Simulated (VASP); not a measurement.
# Lu (P6_3/mmc) in VASP: notebook

The runs below take Lu through single point, relaxation of cell and atoms, with r2SCAN.

Everything below comes from runs of VASP 6.6.1. Logs are shortened: lines on timing, memory, paths and dates and some standing lists are left out, and cuts for length are marked.

## Step 1: The cell of the first run

It takes space group P6_3/mmc (No. 194, hexagonal). The conventional cell has a = 3.504 Å, b = 3.504 Å, c = 5.475 Å, α = 90.00°, β = 90.00°, γ = 120.00°. Within 4.5 Å of Lu (site symmetry -6m2) lie 12 Lu at 3.40 to 3.50 Å.

## Step 2: Single point, r2SCAN

Contents of POSCAR:

```
Lu
1.0
    3.5044240723      0.0000000000      0.0000000000
   -1.7522120361      3.0349202722      0.0000000000
    0.0000000000      0.0000000000      5.4749953929
Lu
2
Direct
    0.3333333333      0.6666666667      0.2500000000
    0.6666666667      0.3333333333      0.7500000000
```

Contents of INCAR.step1:

```
  PREC = Accurate
  ENCUT = 520
  ISMEAR = -1
  SIGMA = 0.1
  LREAL = F
  LASPH = T
  NELM = 100
  NBANDS = 32
  GGA = PE
  ALGO = Normal
  EDIFF = 1E-4
  LWAVE = T
  LCHARG = F
```

Contents of INCAR.step2:

```
  PREC = Accurate
  ENCUT = 520
  EDIFF = 1E-7
  ISMEAR = -1
  SIGMA = 0.1
  LREAL = F
  LASPH = T
  NELM = 100
  ALGO = Normal
  ISIF = 2
  LWAVE = F
  LCHARG = F
  METAGGA = R2SCAN
  LMIXTAU = T
  NBANDS = 32
  ISTART = 1
```

Contents of KPOINTS:

```
regular mesh
0
Gamma
  9 9 5
```

Potentials or basis: VASP PAW PBE potentials, release 64 (Lu).

Run with:

```sh
$ cat potpaw_PBE.64/Lu/POTCAR > POTCAR
$ cp INCAR.step1 INCAR
$ mpirun -np 1 vasp_std > vasp.out
$ cp INCAR.step2 INCAR
$ mpirun -np 1 vasp_std > vasp.out
```

OUTCAR:

```text
PREC = Accurate
   ENCUT = 520
   EDIFF = 1E-7
   ISMEAR = -1
   LREAL = F
   LASPH = T
   NELM = 100
   ISIF = 2
   METAGGA = R2SCAN
   ISTART = 1

 ion  position               nearest neighbor table
   1  0.333  0.667  0.250-   2 3.40   2 3.40   2 3.40   2 3.40   2 3.40   2 3.40
   2  0.667  0.333  0.750-   1 3.40   1 3.40   1 3.40   1 3.40   1 3.40   1 3.40

  LATTYP: Found a hexagonal cell.
 ALAT       =     3.5044240723
 C/A-ratio  =     1.5623096064

  Lattice vectors:

 A1 = (   3.5044240723,   0.0000000000,   0.0000000000)
 A2 = (  -1.7522120361,   3.0349202722,   0.0000000000)
 A3 = (   0.0000000000,   0.0000000000,   5.4749953929)

Analysis of symmetry for initial positions (statically):
=====================================================================
 Subroutine PRICEL returns:
 Original cell was already a primitive cell.

 Routine SETGRP: Setting up the symmetry group for a
 hexagonal supercell.

 Subroutine GETGRP returns: Found 24 space group operations
 (whereof 12 operations were pure point group operations)
 out of a pool of 24 trial point group operations.

The static configuration has the point symmetry D_3d.
 The point group associated with its full space group is D_6h.

Analysis of symmetry for dynamics (positions and initial velocities):
=====================================================================
 Subroutine PRICEL returns:
 Original cell was already a primitive cell.

 Routine SETGRP: Setting up the symmetry group for a
 hexagonal supercell.

 Subroutine GETGRP returns: Found 24 space group operations
 (whereof 12 operations were pure point group operations)
 out of a pool of 24 trial point group operations.

The dynamic configuration has the point symmetry D_3d.
 The point group associated with its full space group is D_6h.

 Subroutine INISYM returns: Found 24 space group operations
 (whereof 12 operations are pure point group operations),
 and found     1 'primitive' translations

----------------------------------------------------------------------------------------

                                     Primitive cell

  volume of cell :      58.2301

  direct lattice vectors                    reciprocal lattice vectors
     3.504424072  0.000000000  0.000000000     0.285353593  0.164748974  0.000000000
    -1.752212036  3.034920272  0.000000000     0.000000000  0.329497947  0.000000000
     0.000000000  0.000000000  5.474995393     0.000000000  0.000000000  0.182648556

  length of vectors
     3.504424072  3.504424072  5.474995393     0.329497947  0.329497947  0.182648556

  position of ions in fractional coordinates (direct lattice)
     0.333333333  0.666666667  0.250000000
     0.666666667  0.333333333  0.750000000

  ion indices of the primitive-cell ions
   primitive index   ion index
                 1           1
                 2           2

----------------------------------------------------------------------------------------

 KPOINTS: regular mesh

Automatic generation of k-mesh.
 Grid dimensions read from file:
 generate k-points for:    9    9    5

 Generating k-lattice:

  Cartesian coordinates                     Fractional coordinates (reciprocal lattice)
     0.031705955  0.018305442  0.000000000     0.111111111  0.000000000  0.000000000
     0.000000000  0.036610883  0.000000000     0.000000000  0.111111111  0.000000000
     0.000000000  0.000000000  0.036529711     0.000000000  0.000000000  0.200000000

  Length of vectors
     0.036610883  0.036610883  0.036529711

  Shift w.r.t. Gamma in fractional coordinates (k-lattice)
     0.000000000  0.000000000  0.000000000

 Subroutine IBZKPT returns following result:
 ===========================================

 Found     36 irreducible k-points:

 Following reciprocal coordinates:
            Coordinates               Weight
  0.000000  0.000000  0.000000      1.000000
  0.111111  0.000000  0.000000      6.000000
  0.222222  0.000000  0.000000      6.000000
  0.333333  0.000000  0.000000      6.000000
  0.444444  0.000000  0.000000      6.000000
  0.111111  0.111111  0.000000      6.000000
[... 16 lines left out ...]
  0.333333  0.222222  0.200000     24.000000
  0.333333  0.333333  0.200000      4.000000
 [... further k-points ...]
   k-points           NKPTS =     36   k-points in BZ     NKDIM =     36   number of bands    NBANDS=     32
   number of dos      NEDOS =    301   number of ions     NIONS =      2
   total plane-waves  NPLWV =  32928
   dimension x,y,z NGX =    28 NGY =   28 NGZ =   42
   dimension x,y,z NGXF=    56 NGYF=   56 NGZF=   84
   ions per type =               2
   NGX,Y,Z   is equivalent  to a cutoff of  13.28, 13.28, 12.75 a.u.
   NGXF,Y,Z  is equivalent  to a cutoff of  26.57, 26.57, 25.51 a.u.
 SYSTEM =  unknown system
   PREC   = accura    normal or accurate (medium, high low for compatibility)
   ISTART =      1    job   : 0-new  1-cont  2-samecut
   ICHARG =      0    charge: 1-file 2-atom 10-const
   ISPIN  =      1    spin polarized calculation?
   LNONCOLLINEAR =      F non collinear calculations
   LSORBIT =      F    spin-orbit coupling
   LASPH  =      T    aspherical Exc in radial PAW
   ENCUT  =  520.0 eV  38.22 Ry    6.18 a.u.   6.52  6.52 10.18*2*pi/ulx,y,z
   NELM   =    100;   NELMIN=  2; NELMDL=  0     # of ELM steps
   EDIFF  = 0.1E-06   stopping-criterion for ELM
   LREAL  =      F    real-space projection
   EDIFFG = 0.1E-05   stopping-criterion for IOM
   NSW    =      0    number of steps for IOM
   IBRION =     -1    ionic relax: 0-MD 1-quasi-New 2-CG
   NFREE  =      0    steps in history (QN), initial steepest desc. (CG)
   ISIF   =      2    stress and relaxation
   ISYM   =      2    0-nonsym 1-usesym 2-fastsym
   POTIM  = 0.5000    time-step for ionic-motion
   TEBEG  =    0.0;   TEEND  =   0.0 temperature during run
   PSTRESS=    0.0 pullay stress
   NELECT =      50.0000    total number of electrons
   NUPDOWN=      -1.0000    fix difference up-down
   EMIN   =  10.00;   EMAX   =-10.00  energy-range for DOS
   EFERMI =   0.00;   METHOD = LEGACY
   ISMEAR =    -1;   SIGMA  =   0.10  broadening in eV -4-tet -1-fermi 0-gaus
   EFERMI_NEDOS =   21; number of points for ismear=-14 and -15
   IALGO  =     38    algorithm
   IMIX   =      4    mixing-type and parameters
     AMIX     =   0.40;   BMIX     =  1.00
     AMIX_MAG =   1.60;   BMIX_MAG =  1.00
  volume/ion in A,a.u.               =      29.12       196.48
  Fermi-wavevector in a.u.,A,eV,Ry     =   1.556022  2.940454 32.942466  2.421203
  Thomas-Fermi vector in A             =   2.659878
   LORBIT       =      0    0 simple, 1 ext, 2 COOP (PROOUT), +10 PAW based schemes
   METAGGA = R2SCAN    functional components
   LHFCALC =     F    Hartree Fock is set to
   AEXX    =    0.0000 exact exchange contribution
   IVDW    =     0    specifies the selected vdW correction
   LEPSILON=     F    determine dielectric tensor
   LRPA    =     F    only Hartree local field effects (RPA)
 non-spin polarized calculation
  energy-cutoff  :      520.00
  volume of cell :       58.23
 maximum number of plane-waves:      1610
 NGX is ok and might be reduce to    28
   NGX = 13   NGY = 13   NGZ = 21

 number of electron      49.9999993 magnetization

 Free energy of the ion-electron system (eV)
  ---------------------------------------------------
  ext. energy  EPLUGINS =         0.00000000
  ---------------------------------------------------
  free energy    TOTEN  =       -76.17042104 eV

  energy without entropy =      -76.06797533  energy(sigma->0) =      -76.11919819

 E-fermi :   2.1583     XC(G=0): -11.6021

 val. band max:        2.1028623087   @ k =   0.4444   0.0000   0.4000
 cond. band min:       2.1595198889   @ k =   0.3333   0.1111   0.4000
 fundamental gap:      0.0566575802
 Fermi energy:         2.1583119765

 k-point     1 :       0.0000    0.0000    0.0000
  band No.  band energies     occupation
      1     -55.7172      2.00000
      2     -55.6787      2.00000
      3     -26.0191      2.00000
      4     -25.5672      2.00000
      5     -25.5672      2.00000
      6     -25.4822      2.00000
[... 24 lines left out ...]
     31       5.9589      0.00000
     32       5.9589      0.00000

 k-point     2 :       0.1111    0.0000    0.0000
  band No.  band energies     occupation
      1     -55.7142      2.00000
      2     -55.6777      2.00000
      3     -25.9988      2.00000
      4     -25.6067      2.00000
      5     -25.5808      2.00000
      6     -25.5238      2.00000
[... 24 lines left out ...]
     31       5.6541      0.00000
     32       5.6791      0.00000

 k-point     3 :       0.2222    0.0000    0.0000
  band No.  band energies     occupation
      1     -55.7061      2.00000
      2     -55.6756      2.00000
      3     -25.9430      2.00000
      4     -25.7074      2.00000
      5     -25.6254      2.00000
      6     -25.6137      2.00000
[... 24 lines left out ...]
     31       6.2447      0.00000
     32       6.4699      0.00000

 k-point     4 :       0.3333    0.0000    0.0000
  band No.  band energies     occupation
      1     -55.6961      2.00000
      2     -55.6740      2.00000
      3     -25.8661      2.00000
      4     -25.8230      2.00000
      5     -25.7349      2.00000
      6     -25.6492      2.00000
[... 24 lines left out ...]
     31       7.2076      0.00000
     32       7.6108      0.00000

 k-point     5 :       0.4444    0.0000    0.0000
  band No.  band energies     occupation
      1     -55.6883      2.00000
      2     -55.6741      2.00000
      3     -25.8985      2.00000
      4     -25.8035      2.00000
      5     -25.7975      2.00000
      6     -25.6717      2.00000
[... 584 lines left out ...]
     31       8.2733      0.00000
     32       8.8521      0.00000

 k-point    22 :       0.2222    0.2222    0.2000
  band No.  band energies     occupation
      1     -55.6894      2.00000
      2     -55.6755      2.00000
      3     -25.8812      2.00000
      4     -25.8263      2.00000
      5     -25.7063      2.00000
      6     -25.6921      2.00000
[... 24 lines left out ...]
     31       7.9527      0.00000
     32       7.9596      0.00000

 k-point    23 :       0.3333    0.2222    0.2000
  band No.  band energies     occupation
      1     -55.6831      2.00000
      2     -55.6760      2.00000
      3     -25.8874      2.00000
      4     -25.8386      2.00000
      5     -25.7607      2.00000
      6     -25.6702      2.00000
[... 24 lines left out ...]
     31       8.0070      0.00000
     32       8.4207      0.00000

 k-point    24 :       0.3333    0.3333    0.2000
  band No.  band energies     occupation
      1     -55.6785      2.00000
      2     -55.6785      2.00000
      3     -25.8314      2.00000
      4     -25.8314      2.00000
      5     -25.8306      2.00000
      6     -25.6825      2.00000
[... 24 lines left out ...]
     31       8.0428      0.00000
     32       8.0428      0.00000

 [... further k-points ...]

------------------------ aborting loop because EDIFF is reached ----------------------------------------

  FORCE on cell =-STRESS in cart. coord.  units (eV):
  Direction    XX          YY          ZZ          XY          YZ          ZX
  --------------------------------------------------------------------------------------
  -------------------------------------------------------------------------------------
  Total        0.1115581      0.1115581      0.1529599      0.0000000      0.0000000      0.0000000
  in kB        3.0694749      3.0694749      4.2086268      0.0000000      0.0000000      0.0000000
  external PRESSURE =       3.4491922 kB  Pullay stress =       0.0000000 kB

 VOLUME and BASIS-vectors are now :
 -----------------------------------------------------------------------------
  energy-cutoff  :      520.00
  volume of cell :       58.23
      direct lattice vectors                 reciprocal lattice vectors
     3.504424072  0.000000000  0.000000000     0.285353593  0.164748974  0.000000000
    -1.752212036  3.034920272  0.000000000     0.000000000  0.329497947  0.000000000
     0.000000000  0.000000000  5.474995393     0.000000000  0.000000000  0.182648556

 POSITION                                       TOTAL-FORCE (eV/Angst)
 -----------------------------------------------------------------------------------
     -0.00000      2.02328      1.36875        -0.000000      0.000000      0.000000
      1.75221      1.01164      4.10625         0.000000     -0.000000      0.000000
 -----------------------------------------------------------------------------------
    total drift:                                0.000000     -0.000000      0.000000

  FREE ENERGIE OF THE ION-ELECTRON SYSTEM (eV)
  ---------------------------------------------------
  free  energy   TOTEN  =       -76.1704210421 eV

  energy  without entropy=      -76.0679753325  energy(sigma->0) =      -76.11919819
```

Wall time 2.2 min (1 thread of Intel Xeon 6975P-C (Granite Rapids), shared host); peak memory 0.21 GiB.

Results:

| Property | Result |
| --- | --- |
| Free energy | -76.1704 eV |
| Pressure | 0.3 GPa |
| Band gap on the k mesh | zero (bands 25 and 26 overlap by 1.61 eV) |

Stress tensor (GPa, compression positive):
```
0.31 0.00 0.00
0.00 0.31 0.00
0.00 0.00 0.42
```

Caveat: the PAW data sets were made with another functional, which shifts forces and pressure a little; spin-orbit coupling is left out, which moves the levels of the heavy elements.

## Step 3: Relaxation of cell and atoms, r2SCAN

This run uses another cell than the first one, of 29.54 Å³/atom.

Contents of POSCAR:

```
Lu
1.0
    3.4700000000      0.0000000000      0.0000000000
   -1.7350000000      3.0051081511      0.0000000000
    0.0000000000      0.0000000000      5.6665100000
Lu
2
Direct
    0.3333333333      0.6666666667      0.2500000000
    0.6666666667      0.3333333333      0.7500000000
```

Contents of INCAR.step1:

```
  PREC = Accurate
  ENCUT = 600
  ISMEAR = -1
  SIGMA = 0.1
  LREAL = False
  LASPH = True
  NELM = 80
  GGA = PE
  ALGO = Normal
  EDIFF = 1E-4
  LWAVE = True
  LCHARG = False
```

Contents of INCAR.step2:

```
  PREC = Accurate
  ENCUT = 600
  EDIFF = 1E-6
  ISMEAR = -1
  SIGMA = 0.1
  LREAL = False
  LASPH = True
  NELM = 80
  ALGO = Normal
  ISIF = 3
  LWAVE = False
  LCHARG = False
  METAGGA = R2SCAN
  LMIXTAU = True
  IBRION = 2
  NSW = 80
  EDIFFG = -0.03
  ISTART = 1
```

Contents of KPOINTS:

```
Automatic mesh
0
Gamma
  9 9 5
```

Potentials or basis: VASP PAW PBE potentials, release 64 (Lu).

Run with:

```sh
$ cat potpaw_PBE.64/Lu/POTCAR > POTCAR
$ cp INCAR.step1 INCAR
$ mpirun -np 1 vasp_std > vasp.out
$ cp INCAR.step2 INCAR
$ mpirun -np 1 vasp_std > vasp.out
```

Wall time 5.9 min (1 thread of Intel Xeon 6975P-C (Granite Rapids), shared host); peak memory 0.24 GiB.

The run converged. Its results:

```
Free energy                           : -76.1729 eV
Relaxed volume                        : 29.39 Å³/atom
Relaxed cell                          : a = 3.513 Å, b = 3.513 Å, c = 5.500 Å, α = 90.00°, β = 90.00°, γ = 120.00°
Space group after relaxing (to 0.1 Å) : P6_3/mmc (No. 194)
Energy gained by relaxing             : 7.6 meV/atom
Ionic steps                           : 3
Pressure after relaxing               : -0.1 GPa
Band gap on the k mesh                : zero (bands 25 and 26 overlap by 1.57 eV)
```

The path:
```
step  energy change (eV)  largest force (eV/Å)  pressure (GPa)  volume (Å³)
   1              0.0000                0.0000           -0.11        59.09
   2             -0.0134                0.0000           -0.05        58.90
   3             -0.0153                0.0000           -0.10        58.78
```

Final structure:
```cif
data_structure
_symmetry_space_group_name_H-M 'P 1'
_symmetry_Int_Tables_number 1
_cell_length_a 3.5131
_cell_length_b 3.5131
_cell_length_c 5.4997
_cell_angle_alpha 90.000
_cell_angle_beta 90.000
_cell_angle_gamma 120.000
_cell_volume 58.78
loop_
_atom_site_label
_atom_site_type_symbol
_atom_site_fract_x
_atom_site_fract_y
_atom_site_fract_z
_atom_site_occupancy
Lu1 Lu 0.33333 0.66667 0.25000 1
Lu2 Lu 0.66667 0.33333 0.75000 1
```

Levels at points of the mesh, in eV from the Fermi level:
| k point | band 22 | band 23 | band 24 | band 25 | band 26 | band 27 | band 28 | band 29 |
| --- | --- | --- | --- | --- | --- | --- | --- | --- |
| (0.00, 0.00, 0.00) | -5.05 | -5.05 | -2.39 | 0.49 | 2.44 | 2.44 | 2.89 | 3.22 |

Caveat: the PAW data sets were made with another functional, which shifts forces and pressure a little; spin-orbit coupling is left out, which moves the levels of the heavy elements.
